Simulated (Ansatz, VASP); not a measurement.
Al3B2Sb in VASP and in Ansatz

Contents of INCAR:

```
SYSTEM = Al3B2Sb
PREC = Accurate
ENCUT = 520
EDIFF = 1E-6
ISMEAR = 0
SIGMA = 0.1
LREAL = .FALSE.
LASPH = .TRUE.
NELM = 60
ALGO = Normal
ISIF = 2
LWAVE = .FALSE.
LCHARG = .FALSE.
GGA = PE
NBANDS = 19
```

KPOINTS

```
regular mesh
0
G
  6 4 4
  0 0 0
```

File POSCAR:

```
Al3B2Sb
1.0
    2.7301588860      0.0000000000      0.0000000000
    0.0000000000      5.3890555331      3.1630013584
    0.0000000000     -5.3890555331      3.1630013584
Al B Sb
3 2 1
Direct
    0.0000000000      0.4424869562      0.4424869562
    0.0000000000      0.5538438902      0.9997325131
    0.0000000000      0.9997325131      0.5538438902
    0.5000000000      0.6685334552      0.3337560005
    0.5000000000      0.3337560005      0.6685334552
    0.0000000000      0.0014844213      0.0014844213
```

Input for Ansatz:

```yaml
crystal:
  lattice:
    - [2.730158886, 0.0, 0.0]
    - [0.0, 5.3890555331, 3.1630013584]
    - [0.0, -5.3890555331, 3.1630013584]
  atoms:
    - { symbol: Al, position: [0.0, 0.4424869562, 0.4424869562] }
    - { symbol: Al, position: [0.0, 0.5538438902, 0.9997325131] }
    - { symbol: Al, position: [0.0, 0.9997325131, 0.5538438902] }
    - { symbol: B, position: [0.5, 0.6685334552, 0.3337560005] }
    - { symbol: B, position: [0.5, 0.3337560005, 0.6685334552] }
    - { symbol: Sb, position: [0.0, 0.0014844213, 0.0014844213] }
basis:
  ecutwfc: 420
kpoints:
  mp_grid: { grid: [6, 4, 4] }
hamiltonian:
  xc: pbe
scf:
  occupations: { method: gaussian, width: 0.1 }
  lower_state_search: "off"
output:
  forces: true
  stress: true
  eigenvalues: true
```

Change from the starting cell: the structure that the rattled cell fell into.

Alike in both runs: task single point; functional PBE; k mesh 6 × 4 × 4; occupations gaussian, width 0.1 eV; no spin polarisation.

|  | VASP | Ansatz |
| --- | --- | --- |
| version | VASP 6.6.1 | Ansatz 0.2.0 |
| potentials or method | VASP PAW PBE potentials, release 64 (Al, B, Sb), cutoff 520 eV | scalar-relativistic, plane waves, PAW |
| valence electrons in the cell | 20 | 30 |

|  | VASP | Ansatz | Ansatz less VASP |
| --- | --- | --- | --- |
| gap on the k mesh at the Fermi level (eV) | none | none | - |
| pressure (GPa) | 0.1 | 0.0 | -0.09 |
| traceless stress, the component that is largest in VASP (GPa) | 0.35 | 0.37 | +0.018 |
| rms of the force components (eV/Å) | 0.004 | 0.007 | +0.0028 |

Atom by atom the forces differ by 0.005 eV/Å (rms over components). A gap of «none» marks a metal or a gap that the smearing closes. VASP's potentials hold 20 valence electrons a cell and Ansatz's 30, so a difference there can come from the potentials and not from the codes.

The k mesh is coarse, so the values compare programs but aren't converged. Spin-orbit coupling is off throughout.
